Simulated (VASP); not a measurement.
# Na in VASP: notebook

Na is run at these levels: PBE; tasks: single point.

Program: VASP 6.6.1. These are calculated values, not measurements. Logs are shortened: lines on timing, memory, paths and dates and some standing lists are left out, and cuts for length are marked.

### Step 1. The cell of the first run

It takes space group I4/mmm (No. 139, tetragonal). The conventional cell has a = 4.267 Å, b = 4.267 Å, c = 4.171 Å, α = 90.00°, β = 90.00°, γ = 90.00°. Na (site symmetry 4/mmm) has 14 Na at 3.67 to 4.27 Å within 4.8 Å.

### Step 2. Single point, PBE (z stretched by -1.5 % at fixed volume)

INCAR reads:

```
SYSTEM = Na
PREC     = Accurate       ! precision mode
ENCUT    = 520            ! plane-wave cutoff, eV
EDIFF    = 1E-6           ! SCF threshold, eV
ISMEAR   = -1             ! smearing method
SIGMA    = 0.03           ! smearing width, eV
LREAL    = .False.        ! projectors in reciprocal space
LASPH    = .True.         ! aspherical terms in the spheres
NELM     = 100            ! most SCF steps
ALGO     = Normal         ! electronic algorithm
ISIF     = 2              ! what is computed and relaxed
LWAVE    = .False.        ! write WAVECAR
LCHARG   = .False.        ! write CHGCAR
GGA      = PE             ! functional
NBANDS   = 10             ! bands
```

KPOINTS reads:

```
Automatic mesh
0
Gamma
  11 11 11
  0 0 0
```

POSCAR reads:

```
Na
1.0
   -2.1335621770      2.1335621770      2.0857375000
    2.1335621770     -2.1335621770      2.0857375000
    2.1335621770      2.1335621770     -2.0857375000
Na
1
Direct
    0.0000000000      0.0000000000      0.0000000000
```

Potentials or basis: VASP PAW PBE potentials, release 64 (Na_pv).

Run with:

```
cat potpaw_PBE.64/Na_pv/POTCAR > POTCAR
mpirun -np 1 vasp_std > vasp.out
```

OUTCAR:

```text
SYSTEM = Na
   PREC = Accurate
   ENCUT = 520
   EDIFF = 1E-6
   ISMEAR = -1
   LREAL = .False.
   LASPH = .True.
   NELM = 100
   ISIF = 2
   GGA = PE

 ion  position               nearest neighbor table
   1  0.000  0.000  0.000-

  LATTYP: Found a body centered tetragonal cell.
 ALAT       =     4.2671243540
 C/A-ratio  =     0.9775845872

  Lattice vectors:

 A1 = (  -2.1335621770,   2.1335621770,   2.0857375000)
 A2 = (   2.1335621770,  -2.1335621770,   2.0857375000)
 A3 = (   2.1335621770,   2.1335621770,  -2.0857375000)

Analysis of symmetry for initial positions (statically):
=====================================================================
 Subroutine PRICEL returns:
 Original cell was already a primitive cell.

 Routine SETGRP: Setting up the symmetry group for a
 body centered tetragonal supercell.

 Subroutine GETGRP returns: Found 16 space group operations
 (whereof 16 operations were pure point group operations)
 out of a pool of 16 trial point group operations.

The static configuration has the point symmetry D_4h.

Analysis of symmetry for dynamics (positions and initial velocities):
=====================================================================
 Subroutine PRICEL returns:
 Original cell was already a primitive cell.

 Routine SETGRP: Setting up the symmetry group for a
 body centered tetragonal supercell.

 Subroutine GETGRP returns: Found 16 space group operations
 (whereof 16 operations were pure point group operations)
 out of a pool of 16 trial point group operations.

The dynamic configuration has the point symmetry D_4h.

 Subroutine INISYM returns: Found 16 space group operations
 (whereof 16 operations are pure point group operations),
 and found     1 'primitive' translations

----------------------------------------------------------------------------------------

                                     Primitive cell

  volume of cell :      37.9778

  direct lattice vectors                    reciprocal lattice vectors
    -2.133562177  2.133562177  2.085737500     0.000000000  0.234349861  0.239723359
     2.133562177 -2.133562177  2.085737500     0.234349861  0.000000000  0.239723359
     2.133562177  2.133562177 -2.085737500     0.234349861  0.234349861  0.000000000

  length of vectors
     3.668034357  3.668034357  3.668034357     0.335241922  0.335241922  0.331420752

  position of ions in fractional coordinates (direct lattice)
     0.000000000  0.000000000  0.000000000

  ion indices of the primitive-cell ions
   primitive index   ion index
                 1           1
[... 77 lines left out ...]
   NFREE  =      0    steps in history (QN), initial steepest desc. (CG)
   ISIF   =      2    stress and relaxation
   ISYM   =      2    0-nonsym 1-usesym 2-fastsym
   POTIM  = 0.5000    time-step for ionic-motion
   TEBEG  =    0.0;   TEEND  =   0.0 temperature during run
   PSTRESS=    0.0 pullay stress
   NELECT =       7.0000    total number of electrons
   NUPDOWN=      -1.0000    fix difference up-down
   EMIN   =  10.00;   EMAX   =-10.00  energy-range for DOS
   EFERMI =   0.00;   METHOD = LEGACY
   ISMEAR =    -1;   SIGMA  =   0.03  broadening in eV -4-tet -1-fermi 0-gaus
   EFERMI_NEDOS =   21; number of points for ismear=-14 and -15
   IALGO  =     38    algorithm
   IMIX   =      4    mixing-type and parameters
     AMIX     =   0.40;   BMIX     =  1.00
     AMIX_MAG =   1.60;   BMIX_MAG =  1.00
  volume/ion in A,a.u.               =      37.98       256.29
  Fermi-wavevector in a.u.,A,eV,Ry     =   0.931674  1.760609 11.810087  0.868017
  Thomas-Fermi vector in A             =   2.058192
   LORBIT       =      0    0 simple, 1 ext, 2 COOP (PROOUT), +10 PAW based schemes
   GGA     = PE    functional components
   LHFCALC =     F    Hartree Fock is set to
   AEXX    =    0.0000 exact exchange contribution
   IVDW    =     0    specifies the selected vdW correction
   LEPSILON=     F    determine dielectric tensor
   LRPA    =     F    only Hartree local field effects (RPA)
 non-spin polarized calculation
  energy-cutoff  :      520.00
  volume of cell :       37.98
 maximum number of plane-waves:      1036
   NGX = 13   NGY = 13   NGZ = 13

 number of electron       7.0000011 magnetization

 Free energy of the ion-electron system (eV)
  ---------------------------------------------------
  ext. energy  EPLUGINS =         0.00000000
  ---------------------------------------------------
  free energy    TOTEN  =        -1.31371008 eV

  energy without entropy =       -1.31275483  energy(sigma->0) =       -1.31323245

 E-fermi :   0.2896     XC(G=0):  -6.4397

 val. band max:        0.2113603702   @ k =  -0.1818   0.4545   0.0909
 cond. band min:       0.2936618539   @ k =  -0.1818  -0.3636   0.0909
 fundamental gap:      0.0823014837
 Fermi energy:         0.2895980629

 k-point     1 :       0.0000    0.0000    0.0000
  band No.  band energies     occupation
      1     -24.6603      2.00000
      2     -24.6603      2.00000
      3     -24.6603      2.00000
      4      -2.9672      2.00000
      5      11.6129      0.00000
      6      11.9545      0.00000
      7      11.9545      0.00000
      8      12.6577      0.00000
      9      12.9962      0.00000
     10      13.2168      0.00000
[... 287 lines left out ...]
 k-point    24 :      -0.1818    0.1818    0.0000
  band No.  band energies     occupation
      1     -24.6699      2.00000
      2     -24.6635      2.00000
      3     -24.6601      2.00000
      4      -2.4053      2.00000
      5       7.6744      0.00000
      6      10.1814      0.00000
      7      10.7025      0.00000
      8      11.0600      0.00000
      9      11.7593      0.00000
     10      13.7389      0.00000

 [... further k-points ...]

------------------------ aborting loop because EDIFF is reached ----------------------------------------

  FORCE on cell =-STRESS in cart. coord.  units (eV):
  Direction    XX          YY          ZZ          XY          YZ          ZX
  --------------------------------------------------------------------------------------
  -------------------------------------------------------------------------------------
  Total       -0.0606720     -0.0606720     -0.0464964      0.0000000      0.0000000      0.0000000
  in kB       -2.5595806     -2.5595806     -1.9615506      0.0000000      0.0000000      0.0000000
  external PRESSURE =      -2.3602373 kB  Pullay stress =       0.0000000 kB

 VOLUME and BASIS-vectors are now :
 -----------------------------------------------------------------------------
  energy-cutoff  :      520.00
  volume of cell :       37.98
      direct lattice vectors                 reciprocal lattice vectors
    -2.133562177  2.133562177  2.085737500     0.000000000  0.234349861  0.239723359
     2.133562177 -2.133562177  2.085737500     0.234349861  0.000000000  0.239723359
     2.133562177  2.133562177 -2.085737500     0.234349861  0.234349861  0.000000000

 POSITION                                       TOTAL-FORCE (eV/Angst)
 -----------------------------------------------------------------------------------
      0.00000      0.00000      0.00000         0.000000     -0.000000      0.000000
 -----------------------------------------------------------------------------------
    total drift:                               -0.000000     -0.000000     -0.000000

  FREE ENERGIE OF THE ION-ELECTRON SYSTEM (eV)
  ---------------------------------------------------
  free  energy   TOTEN  =        -1.3137100777 eV

  energy  without entropy=       -1.3127548280  energy(sigma->0) =       -1.31323245
```

OSZICAR:

```text
N       E                     dE             d eps       ncg     rms          rms(c)
DAV:   1     0.276902923962E+02    0.27690E+02   -0.37996E+03  2526   0.588E+02
DAV:   2    -0.695113522940E+00   -0.28385E+02   -0.28257E+02  2602   0.148E+02
DAV:   3    -0.130942516733E+01   -0.61431E+00   -0.61390E+00  3040   0.237E+01
DAV:   4    -0.131421857670E+01   -0.47934E-02   -0.47931E-02  2974   0.206E+00
DAV:   5    -0.131428548953E+01   -0.66913E-04   -0.66912E-04  2930   0.236E-01    0.203E-01
DAV:   6    -0.131394964111E+01    0.33585E-03   -0.48488E-04  2930   0.263E-01    0.137E-01
DAV:   7    -0.131371709155E+01    0.23255E-03   -0.99390E-04  2856   0.314E-01    0.158E-02
DAV:   8    -0.131370976062E+01    0.73309E-05   -0.46045E-05  3090   0.111E-01    0.229E-03
DAV:   9    -0.131371007771E+01   -0.31709E-06   -0.20445E-07  1788   0.487E-03
   1 F= -.13137101E+01 E0= -.13132325E+01  d E =-.955250E-03
```

Run time: 24 s. Hardware: 1 thread of Intel Xeon Platinum 8488C (Sapphire Rapids), shared host; peak memory 0.17 GiB.

Results:

- Free energy: -1.3137 eV
- Pressure: -0.2 GPa
- Band gap on the k mesh: zero (an odd number of electrons rules out a gap without spin polarisation)

### Step 3. Single point, PBE (equal xy, yz and zx shear strains of +1 %)

INCAR reads:

```
PREC = Accurate ; ENCUT = 520
EDIFF = 1E-6 ; ISMEAR = -1
SIGMA = 0.03 ; LREAL = False
LASPH = True ; NELM = 80
ALGO = Normal ; ISIF = 2
LWAVE = False ; LCHARG = False
GGA = PE ; NBANDS = 10
```

KPOINTS reads:

```
Automatic mesh
0
Gamma
  11 11 11
```

POSCAR reads:

```
Na
1.0
   -2.0963250000      2.1175000000      2.1175000000
    2.1175000000     -2.0963250000      2.1175000000
    2.1175000000      2.1175000000     -2.0963250000
Na
1
Direct
    0.0000000000      0.0000000000      0.0000000000
```

Potentials or basis: VASP PAW PBE potentials, release 64 (Na_pv).

Run with:

```
cat potpaw_PBE.64/Na_pv/POTCAR > POTCAR
mpirun -np 1 vasp_std > vasp.out
```

Wall time 24 s (1 thread of Intel Xeon Platinum 8488C (Sapphire Rapids), shared host); peak memory 0.17 GiB.

The run converged. Its results:

```yaml
Free_energy: -1.3135 eV
Pressure: -0.2 GPa
Band_gap_on_the_k_mesh: zero (an odd number of electrons rules out a gap without spin polarisation)
```

Stress tensor (GPa, compression positive):
```
-0.23 -0.07 -0.07
-0.07 -0.23 -0.07
-0.07 -0.07 -0.23
```

Levels at points of the mesh, in eV from the Fermi level:
| k point | band 1 | band 2 | band 3 | band 4 | band 5 | band 6 | band 7 | band 8 |
| --- | --- | --- | --- | --- | --- | --- | --- | --- |
| (0.00, 0.00, 0.00) | -24.94 | -24.94 | -24.94 | -3.24 | 11.51 | 11.51 | 11.61 | 12.57 |

Caveat: the cell differs from its parent crystal (equal xy, yz and zx shear strains of +1 %).
